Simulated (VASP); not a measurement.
# HBr in VASP: further runs, part 2 of 2

VASP 6.6.1. Earlier steps stand in the parts before.

**5. Relaxation of shape and atoms at fixed volume, LDA (volume scaled by 1.02)**

INCAR reads:

```
SYSTEM = HBr
PREC     = Accurate       ! precision mode
ENCUT    = 600            ! plane-wave cutoff, eV
EDIFF    = 1E-7           ! SCF threshold, eV
ISMEAR   = 0              ! smearing method
SIGMA    = 0.01           ! smearing width, eV
LREAL    = .FALSE.        ! projectors in reciprocal space
LASPH    = .TRUE.         ! aspherical terms in the spheres
NELM     = 60             ! most SCF steps
ALGO     = Normal         ! electronic algorithm
ISIF     = 4              ! what is computed and relaxed
LWAVE    = .FALSE.        ! write WAVECAR
LCHARG   = .FALSE.        ! write CHGCAR
IBRION   = 2              ! ionic algorithm
NSW      = 80             ! ionic steps
EDIFFG   = -0.001         ! ionic threshold
```

KPOINTS reads:

```
regular mesh
0
G
  10 10 10
  0 0 0
```

POSCAR reads:

```
HBr
1.0
    0.0000000000      3.4816164797      3.4816350316
    1.6770524680      0.0000000000      3.4816350316
    1.6770524680      3.4816164797      0.0000000000
H Br
1 1
Direct
    0.0000000000      0.0000000000      0.0000000000
    0.5000000000      0.5000000000      0.5000000000
```

Potentials or basis: VASP PAW LDA potentials, release 64 (H, Br).

Launch:

```sh
> cat potpaw_LDA.64/H/POTCAR potpaw_LDA.64/Br/POTCAR > POTCAR
> mpirun -np 1 vasp_std > vasp.out
```

OUTCAR:

```text
SYSTEM = HBr
   PREC = Accurate
   ENCUT = 600
   EDIFF = 1E-7
   ISMEAR = 0
   LREAL = .FALSE.
   LASPH = .TRUE.
   NELM = 60
   ISIF = 4
   IBRION = 2
   NSW = 80
   EDIFFG = -0.001

 ion  position               nearest neighbor table
   1  0.000  0.000  0.000-   2 1.68   2 1.68
   2  0.500  0.500  0.500-   1 1.68   1 1.68

  LATTYP: Found a face centered orthorhombic cell.
 ALAT       =     3.3541049360
 B/A-ratio  =     2.0760331272
 C/A-ratio  =     2.0760441895

  Lattice vectors:

 A1 = (   0.0000000000,   3.4816164797,   3.4816350316)
 A2 = (   1.6770524680,   0.0000000000,   3.4816350316)
 A3 = (   1.6770524680,   3.4816164797,   0.0000000000)

Analysis of symmetry for initial positions (statically):
=====================================================================
[... 259 lines left out ...]
 fundamental gap:      0.9744542027
 Fermi energy:        -1.2651384556

 k-point     1 :       0.0000    0.0000    0.0000
  band No.  band energies     occupation
      1     -16.1088      2.00000
      2      -1.8741      2.00000
      3      -1.5579      2.00000
      4      -1.5578      2.00000
      5       0.2844      0.00000
      6       4.4085      0.00000
      7       8.1711      0.00000
      8      13.0966      0.00000
[... 243 lines left out ...]
 k-point    24 :       0.1000    0.2000    0.1000
  band No.  band energies     occupation
      1     -15.7106      2.00000
      2      -5.3529      2.00000
      3      -1.7290      2.00000
      4      -1.4571      2.00000
      5       4.5676      0.00000
      6       5.3599      0.00000
      7       8.5157      0.00000
      8       9.3769      0.00000

 [... further k-points ...]

------------------------ aborting loop because EDIFF is reached ----------------------------------------

  FORCE on cell =-STRESS in cart. coord.  units (eV):
  Direction    XX          YY          ZZ          XY          YZ          ZX
  --------------------------------------------------------------------------------------
  -------------------------------------------------------------------------------------
  Total       -0.0418607     -0.0420185     -0.0420364      0.0000000      0.0000000      0.0000000
  in kB       -1.6495905     -1.6558075     -1.6565155      0.0000000      0.0000000      0.0000000
  external PRESSURE =      -1.6539712 kB  Pullay stress =       0.0000000 kB
[... 17 lines left out ...]
  FREE ENERGIE OF THE ION-ELECTRON SYSTEM (eV)
  ---------------------------------------------------
  free  energy   TOTEN  =        -5.5196450125 eV

  energy  without entropy=       -5.5196450125  energy(sigma->0) =       -5.51964501

 reached required accuracy - stopping structural energy minimisation
```

OSZICAR:

```text
N       E                     dE             d eps       ncg     rms          rms(c)
DAV:   1     0.313856492065E+02    0.31386E+02   -0.34793E+03  2744   0.877E+02
DAV:   2    -0.432639216359E+01   -0.35712E+02   -0.34938E+02  3536   0.114E+02
DAV:   3    -0.555037159049E+01   -0.12240E+01   -0.12240E+01  3152   0.296E+01
[... 18 lines left out ...]
       N       E                     dE             d eps       ncg     rms          rms(c)
DAV:   1    -0.551964714632E+01   -0.31121E-05   -0.10014E-04  2824   0.671E-02    0.102E-02
DAV:   2    -0.551964568488E+01    0.14614E-05   -0.30897E-06  3600   0.143E-02    0.335E-03
DAV:   3    -0.551964505501E+01    0.62987E-06   -0.11731E-06  3456   0.684E-03    0.147E-03
DAV:   4    -0.551964501252E+01    0.42484E-07   -0.15106E-07  2744   0.282E-03
   3 F= -.55196450E+01 E0= -.55196450E+01  d E =-.101805E-02
```

CONTCAR:

```text
HBr
   1.00000000000000
    -0.0000000000000000    3.4914244175619085    3.4914414528806947
     1.6676442647863916    0.0000000000000000    3.4914414528806947
     1.6676442647863916    3.4914244175619085    0.0000000000000000
  H               Br
     1     1
Direct
     0.0000000000000000    0.0000000000000000    0.0000000000000000
     0.5000000000000000    0.5000000000000000    0.5000000000000000

  0.00000000E+00  0.00000000E+00  0.00000000E+00
  0.00000000E+00  0.00000000E+00  0.00000000E+00
```

Wall time 1.9 min (1 thread of Oxide Virtual Turin-like, shared host); peak memory 0.19 GiB.

What came out:

* Free energy: -5.5196 eV
* Energy gained by relaxing: 0.5 meV/atom
* Ionic steps: 3
* Pressure after relaxing: -0.2 GPa
* Band gap on the k mesh: 0.97 eV, indirect (least direct gap 1.31 eV)

The path:
| step | energy change (eV) | largest force (eV/Å) | pressure (GPa) | volume (Å³) |
| --- | --- | --- | --- | --- |
| 1 | 0.0000 | 0.0000 | -0.61 | 40.66 |
| 2 | -0.0010 | 0.0000 | -0.15 | 40.66 |
| 3 | -0.0010 | 0.0000 | -0.17 | 40.66 |

Final structure:
```yaml
crystal:
  lattice:
    - [0.00000, 3.49142, 3.49144]
    - [1.66764, 0.00000, 3.49144]
    - [1.66764, 3.49142, 0.00000]
  atoms:
    - { symbol: H, position: [0.00000, 0.00000, 0.00000] }
    - { symbol: Br, position: [0.50000, 0.50000, 0.50000] }
```

Caveat: the cell differs from its parent crystal (volume scaled by 1.02). A k mesh can miss the band edges.

**6. Summary**

| task | cell | gap on the mesh (eV) | pressure (GPa) | relaxed volume (Å³/atom) |
| --- | --- | --- | --- | --- |
| relaxation of shape and atoms at fixed volume | relaxed from a = 4.859, b = 3.813, c = 3.813 Å, angles 79.1, 50.4, 50.4°, 2 atoms | 0.82 | 0.2 | 19.53 |
| relaxation of cell and atoms | relaxed from a = 4.888, b = 3.837, c = 3.837 Å, angles 79.1, 50.4, 50.4°, 2 atoms | 0.90 | 0.0 | 19.91 |
| relaxation of shape and atoms at fixed volume | relaxed from a = 4.924, b = 3.864, c = 3.864 Å, angles 79.1, 50.4, 50.4°, 2 atoms | 0.97 | -0.2 | 20.33 |

Alike in all rows: level LDA; potentials or basis VASP PAW LDA potentials, release 64 (H, Br); no spin polarisation; k mesh 10 × 10 × 10; cutoff (eV) 600; smearing gaussian 0.01 eV.

Absolute energies hang on the potentials; compare differences alone.
